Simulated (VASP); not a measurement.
Wanted: the native input for a VASP 6.6.1 run.

| Quantity | Value |
| --- | --- |
| Task | single point |
| Functional | PBEsol |
| Potentials or basis | VASP PAW PBE potentials, release 64 (Si) |
| Cutoff | 520 eV |
| k mesh | 12 × 12 × 12 |
| Occupations | gaussian, width 0.01 eV |
| Spin | no spin polarisation |
| Dipole correction | no |
| Further INCAR settings | ALGO = Normal; EDIFF = 1e-07; NBANDS = 11 |

The structure of Si lies in POSCAR:

```
Si
1.0
    0.0000000000      2.7507277814      2.7507277814
    2.7507277814      0.0000000000      2.7507277814
    2.7507277814      2.7507277814      0.0000000000
Si
2
Direct
    0.0000000000      0.0000000000      0.0000000000
    0.2500000000      0.2500000000      0.2500000000
```

This cell differs from its parent crystal: volume scaled by 1.04.

The input as run:

INCAR

```
ALGO     = Normal         # electronic algorithm
EDIFF    = 1E-7           # SCF threshold, eV
ENCUT    = 520            # plane-wave cutoff, eV
GGA      = PS             # functional
ISIF     = 2              # what is computed and relaxed
ISMEAR   = 0              # smearing method
LASPH    = T              # aspherical terms in the spheres
LCHARG   = F              # write CHGCAR
LREAL    = F              # projectors in reciprocal space
LWAVE    = F              # write WAVECAR
NBANDS   = 11             # bands
NELM     = 80             # most SCF steps
PREC     = Accurate       # precision mode
SIGMA    = 0.01           # smearing width, eV
```

KPOINTS

```
k-points
0
Gamma
  12 12 12
```

Potentials or basis: VASP PAW PBE potentials, release 64 (Si).

Command:

```bash
$ cat potpaw_PBE.64/Si/POTCAR > POTCAR
$ mpirun -np 1 vasp_std > vasp.out
```

It gave:

| Item | Value |
| --- | --- |
| Pressure | -3.1 GPa |
| Band gap on the k mesh | 0.52 eV, indirect (least direct gap 2.50 eV) |

Caveat: the PAW data sets were made with another functional, which shifts forces and pressure a little.

It took 37 s on 1 thread of AMD EPYC 7R13, on a shared host, peak memory 0.17 GiB.
